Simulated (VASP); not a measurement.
# Hg (P6/mmm) in VASP: single point with PBE

Aim: the single point of Hg with PBE.

Program: VASP 6.6.1. These are calculated values, not measurements. Logs are shortened: lines on timing, memory, paths and dates and some standing lists are left out, and cuts for length are marked.

## 1. The cell of the first run

Symmetry: P6/mmm, No. 191, hexagonal system. The conventional cell has a = 4.540 Å, b = 4.540 Å, c = 3.870 Å, α = 90.00°, β = 90.00°, γ = 120.00°. Within 3.5 Å of Hg (site symmetry -6m2) lie 9 Hg at 2.62 to 3.26 Å. Within 4.3 Å of Hg (site symmetry 6/mmm) lie 14 Hg at 3.26 to 3.87 Å.

## 2. Single point, PBE

Input file INCAR:

```
SYSTEM = Hg
ALGO     = Normal         ! electronic algorithm
EDIFF    = 1E-7           ! SCF threshold, eV
ENCUT    = 520            ! plane-wave cutoff, eV
GGA      = PE             ! functional
ISIF     = 2              ! what is computed and relaxed
ISMEAR   = 0              ! smearing method
LASPH    = .TRUE.         ! aspherical terms in the spheres
LCHARG   = .TRUE.         ! write CHGCAR
LELF     = .TRUE.         ! ELF
LREAL    = .FALSE.        ! projectors in reciprocal space
LVHAR    = .TRUE.       
LWAVE    = .FALSE.        ! write WAVECAR
NBANDS   = 25             ! bands
NELM     = 100            ! most SCF steps
PREC     = Accurate       ! precision mode
SIGMA    = 0.05           ! smearing width, eV
```

Input file KPOINTS:

```
k-points
0
G
  12 12 10
  0 0 0
```

Input file POSCAR:

```
Hg
1.0
    4.5400000000      0.0000000000      0.0000000000
   -2.2700000000      3.9317553300      0.0000000000
    0.0000000000      0.0000000000      3.8700000000
Hg
3
Direct
    0.3333333300      0.6666666700      0.5000000000
    0.0000000000      0.0000000000      0.0000000000
    0.6666666700      0.3333333300      0.5000000000
```

Potentials or basis: VASP PAW PBE potentials, release 64 (Hg).

Run with:

```bash
$ cat potpaw_PBE.64/Hg/POTCAR > POTCAR
$ mpirun -np 1 vasp_std > vasp.out
```

OUTCAR:

```text
SYSTEM = Hg
   EDIFF = 1E-7
   ENCUT = 520
   GGA = PE
   ISIF = 2
   ISMEAR = 0
   LASPH = .TRUE.
   LREAL = .FALSE.
   NELM = 100
   PREC = Accurate

 ion  position               nearest neighbor table
   1  0.333  0.667  0.500-   3 2.62   3 2.62   3 2.62   2 3.26   2 3.26   2 3.26   2 3.26   2 3.26
                             2 3.26
   2  0.000  0.000  0.000-   1 3.26   3 3.26   1 3.26   3 3.26   1 3.26   1 3.26   3 3.26   3 3.26
                             3 3.26   3 3.26   1 3.26   1 3.26
   3  0.667  0.333  0.500-   1 2.62   1 2.62   1 2.62   2 3.26   2 3.26   2 3.26   2 3.26   2 3.26
                             2 3.26

  LATTYP: Found a hexagonal cell.
 ALAT       =     4.5400000000
 C/A-ratio  =     0.8524229075

  Lattice vectors:

 A1 = (   4.5400000000,   0.0000000000,   0.0000000000)
 A2 = (  -2.2700000000,   3.9317553300,   0.0000000000)
 A3 = (   0.0000000000,   0.0000000000,   3.8700000000)

Analysis of symmetry for initial positions (statically):
=====================================================================
 Subroutine PRICEL returns:
 Original cell was already a primitive cell.

 Routine SETGRP: Setting up the symmetry group for a
 hexagonal supercell.

 Subroutine GETGRP returns: Found 24 space group operations
 (whereof 24 operations were pure point group operations)
 out of a pool of 24 trial point group operations.

The static configuration has the point symmetry D_6h.

Analysis of symmetry for dynamics (positions and initial velocities):
=====================================================================
 Subroutine PRICEL returns:
 Original cell was already a primitive cell.

 Routine SETGRP: Setting up the symmetry group for a
 hexagonal supercell.

 Subroutine GETGRP returns: Found 24 space group operations
 (whereof 24 operations were pure point group operations)
 out of a pool of 24 trial point group operations.

The dynamic configuration has the point symmetry D_6h.

 Subroutine INISYM returns: Found 24 space group operations
 (whereof 24 operations are pure point group operations),
 and found     1 'primitive' translations

----------------------------------------------------------------------------------------

                                     Primitive cell

  volume of cell :      69.0802

  direct lattice vectors                    reciprocal lattice vectors
     4.540000000  0.000000000  0.000000000     0.220264317  0.127169663  0.000000000
    -2.270000000  3.931755330  0.000000000     0.000000000  0.254339326  0.000000000
     0.000000000  0.000000000  3.870000000     0.000000000  0.000000000  0.258397933

  length of vectors
     4.540000000  4.539999997  3.870000000     0.254339326  0.254339326  0.258397933

  position of ions in fractional coordinates (direct lattice)
     0.333333330  0.666666670  0.500000000
     0.000000000  0.000000000  0.000000000
     0.666666670  0.333333330  0.500000000

  ion indices of the primitive-cell ions
   primitive index   ion index
                 1           1
                 2           2
                 3           3

----------------------------------------------------------------------------------------

 KPOINTS: k-points

Automatic generation of k-mesh.
 Grid dimensions read from file:
 generate k-points for:   12   12   10

 Generating k-lattice:

  Cartesian coordinates                     Fractional coordinates (reciprocal lattice)
     0.018355360  0.010597472  0.000000000     0.083333333  0.000000000  0.000000000
     0.000000000  0.021194944  0.000000000     0.000000000  0.083333333  0.000000000
     0.000000000  0.000000000  0.025839793     0.000000000  0.000000000  0.100000000

  Length of vectors
     0.021194944  0.021194944  0.025839793

  Shift w.r.t. Gamma in fractional coordinates (k-lattice)
     0.000000000  0.000000000  0.000000000

 Subroutine IBZKPT returns following result:
 ===========================================

 Found    114 irreducible k-points:

 Following reciprocal coordinates:
            Coordinates               Weight
  0.000000  0.000000  0.000000      1.000000
  0.083333  0.000000  0.000000      6.000000
  0.166667  0.000000  0.000000      6.000000
  0.250000  0.000000  0.000000      6.000000
  0.333333 -0.000000  0.000000      6.000000
  0.416667  0.000000  0.000000      6.000000
[... 16 lines left out ...]
  0.250000  0.000000  0.100000     12.000000
  0.333333 -0.000000  0.100000     12.000000
 [... further k-points ...]
   k-points           NKPTS =    114   k-points in BZ     NKDIM =    114   number of bands    NBANDS=     25
   number of dos      NEDOS =    301   number of ions     NIONS =      3
   total plane-waves  NPLWV =  38880
   dimension x,y,z NGX =    36 NGY =   36 NGZ =   30
   dimension x,y,z NGXF=    72 NGYF=   72 NGZF=   60
   ions per type =               3
   NGX,Y,Z   is equivalent  to a cutoff of  13.18, 13.18, 12.89 a.u.
   NGXF,Y,Z  is equivalent  to a cutoff of  26.36, 26.36, 25.77 a.u.
 SYSTEM =  Hg
   PREC   = accura    normal or accurate (medium, high low for compatibility)
   ISTART =      0    job   : 0-new  1-cont  2-samecut
   ICHARG =      2    charge: 1-file 2-atom 10-const
   ISPIN  =      1    spin polarized calculation?
   LNONCOLLINEAR =      F non collinear calculations
   LSORBIT =      F    spin-orbit coupling
   LASPH  =      T    aspherical Exc in radial PAW
   ENCUT  =  520.0 eV  38.22 Ry    6.18 a.u.   8.44  8.44  7.20*2*pi/ulx,y,z
   NELM   =    100;   NELMIN=  2; NELMDL= -5     # of ELM steps
   EDIFF  = 0.1E-06   stopping-criterion for ELM
   LREAL  =      F    real-space projection
   EDIFFG = 0.1E-05   stopping-criterion for IOM
   NSW    =      0    number of steps for IOM
   IBRION =     -1    ionic relax: 0-MD 1-quasi-New 2-CG
   NFREE  =      0    steps in history (QN), initial steepest desc. (CG)
   ISIF   =      2    stress and relaxation
   ISYM   =      2    0-nonsym 1-usesym 2-fastsym
   POTIM  = 0.5000    time-step for ionic-motion
   TEBEG  =    0.0;   TEEND  =   0.0 temperature during run
   PSTRESS=    0.0 pullay stress
   NELECT =      36.0000    total number of electrons
   NUPDOWN=      -1.0000    fix difference up-down
   EMIN   =  10.00;   EMAX   =-10.00  energy-range for DOS
   EFERMI =   0.00;   METHOD = LEGACY
   ISMEAR =     0;   SIGMA  =   0.05  broadening in eV -4-tet -1-fermi 0-gaus
   EFERMI_NEDOS =   21; number of points for ismear=-14 and -15
   IALGO  =     38    algorithm
   IMIX   =      4    mixing-type and parameters
     AMIX     =   0.40;   BMIX     =  1.00
     AMIX_MAG =   1.60;   BMIX_MAG =  1.00
  volume/ion in A,a.u.               =      23.03       155.39
  Fermi-wavevector in a.u.,A,eV,Ry     =   1.317421  2.489565 23.614244  1.735598
  Thomas-Fermi vector in A             =   2.447463
   LORBIT       =      0    0 simple, 1 ext, 2 COOP (PROOUT), +10 PAW based schemes
   GGA     = PE    functional components
   LHFCALC =     F    Hartree Fock is set to
   AEXX    =    0.0000 exact exchange contribution
   IVDW    =     0    specifies the selected vdW correction
   LEPSILON=     F    determine dielectric tensor
   LRPA    =     F    only Hartree local field effects (RPA)
 non-spin polarized calculation
 Gauss-broadening in eV      SIGMA  =   0.05
  energy-cutoff  :      520.00
  volume of cell :       69.08
 maximum number of plane-waves:      1890
 NGX is ok and might be reduce to    36
   NGX = 17   NGY = 17   NGZ = 15

 number of electron      36.0000005 magnetization

 Free energy of the ion-electron system (eV)
  ---------------------------------------------------
  ext. energy  EPLUGINS =         0.00000000
  ---------------------------------------------------
  free energy    TOTEN  =         0.47101477 eV

  energy without entropy =        0.47188563  energy(sigma->0) =        0.47145020

 E-fermi :   3.1352     XC(G=0): -10.9217

 val. band max:        3.1255414819   @ k =   0.4167   0.1667   0.4000
 cond. band min:       3.1410555462   @ k =   0.4167   0.0000   0.4000
 fundamental gap:      0.0155140643
 Fermi energy:         3.1351526058

 k-point     1 :       0.0000    0.0000    0.0000
  band No.  band energies     occupation
      1      -6.8234      2.00000
      2      -5.1057      2.00000
      3      -4.8390      2.00000
      4      -4.8390      2.00000
      5      -4.6386      2.00000
      6      -4.6386      2.00000
[... 17 lines left out ...]
     24      11.1782      0.00000
     25      15.6301      0.00000

 k-point     2 :       0.0833    0.0000    0.0000
  band No.  band energies     occupation
      1      -6.7470      2.00000
      2      -5.0832      2.00000
      3      -4.9674      2.00000
      4      -4.9623      2.00000
      5      -4.6967      2.00000
      6      -4.6755      2.00000
[... 17 lines left out ...]
     24      11.2828      0.00000
     25      15.1629      0.00000

 k-point     3 :       0.1667    0.0000    0.0000
  band No.  band energies     occupation
      1      -6.5259      2.00000
      2      -5.2515      2.00000
      3      -5.1563      2.00000
      4      -4.9747      2.00000
      5      -4.8151      2.00000
      6      -4.7303      2.00000
[... 17 lines left out ...]
     24      11.7056      0.00000
     25      14.1245      0.00000

 k-point     4 :       0.2500    0.0000    0.0000
  band No.  band energies     occupation
      1      -6.1912      2.00000
      2      -5.5170      2.00000
      3      -5.3228      2.00000
      4      -4.9339      2.00000
      5      -4.8335      2.00000
      6      -4.7433      2.00000
[... 17 lines left out ...]
     24      12.6587      0.00000
     25      12.9191      0.00000
[... 477 lines left out ...]
 k-point    22 :       0.1667    0.0000    0.1000
  band No.  band energies     occupation
      1      -6.4724      2.00000
      2      -5.2529      2.00000
      3      -5.1713      2.00000
      4      -4.9242      2.00000
      5      -4.8392      2.00000
      6      -4.7455      2.00000
[... 17 lines left out ...]
     24      12.0574      0.00000
     25      12.7741      0.00000

 k-point    23 :       0.2500    0.0000    0.1000
  band No.  band energies     occupation
      1      -6.1606      2.00000
      2      -5.5054      2.00000
      3      -5.3343      2.00000
      4      -4.9432      2.00000
      5      -4.8476      2.00000
      6      -4.6747      2.00000
[... 17 lines left out ...]
     24      11.9430      0.00000
     25      12.7786      0.00000

 k-point    24 :       0.3333   -0.0000    0.1000
  band No.  band energies     occupation
      1      -5.8662      2.00000
      2      -5.6559      2.00000
      3      -5.4539      2.00000
      4      -5.0286      2.00000
      5      -4.7863      2.00000
      6      -4.4897      2.00000
[... 17 lines left out ...]
     24      12.2679      0.00000
     25      12.5440      0.00000

 [... further k-points ...]

------------------------ aborting loop because EDIFF is reached ----------------------------------------

  FORCE on cell =-STRESS in cart. coord.  units (eV):
  Direction    XX          YY          ZZ          XY          YZ          ZX
  --------------------------------------------------------------------------------------
  -------------------------------------------------------------------------------------
  Total        8.1652270      8.1652270      1.8435234      0.0000000     -0.0000000      0.0000000
  in kB      189.3762644    189.3762641     42.7568734      0.0000000     -0.0000000      0.0000000
  external PRESSURE =     140.5031340 kB  Pullay stress =       0.0000000 kB

 VOLUME and BASIS-vectors are now :
 -----------------------------------------------------------------------------
  energy-cutoff  :      520.00
  volume of cell :       69.08
      direct lattice vectors                 reciprocal lattice vectors
     4.540000000  0.000000000  0.000000000     0.220264317  0.127169663  0.000000000
    -2.270000000  3.931755330  0.000000000     0.000000000  0.254339326  0.000000000
     0.000000000  0.000000000  3.870000000     0.000000000  0.000000000  0.258397933

 POSITION                                       TOTAL-FORCE (eV/Angst)
 -----------------------------------------------------------------------------------
     -0.00000      2.62117      1.93500        -0.000000      0.000000      0.000000
      0.00000      0.00000      0.00000        -0.000000      0.000000      0.000000
      2.27000      1.31059      1.93500         0.000000     -0.000000      0.000000
 -----------------------------------------------------------------------------------
    total drift:                               -0.000000      0.000000      0.000000

  FREE ENERGIE OF THE ION-ELECTRON SYSTEM (eV)
  ---------------------------------------------------
  free  energy   TOTEN  =         0.4710147722 eV

  energy  without entropy=        0.4718856296  energy(sigma->0) =        0.47145020
```

Wall time 3.8 min (1 thread of AMD EPYC 7R43 (Zen 3), shared host); peak memory 0.25 GiB.

Results:

```
Free energy            : 0.4710 eV
Pressure               : 14.1 GPa
Band gap on the k mesh : zero (band 18 reaches 7.43 eV, above the bottom of band 19 at 1.31 eV)
```

Caveat: spin-orbit coupling is left out, which moves the levels of the heavy elements.
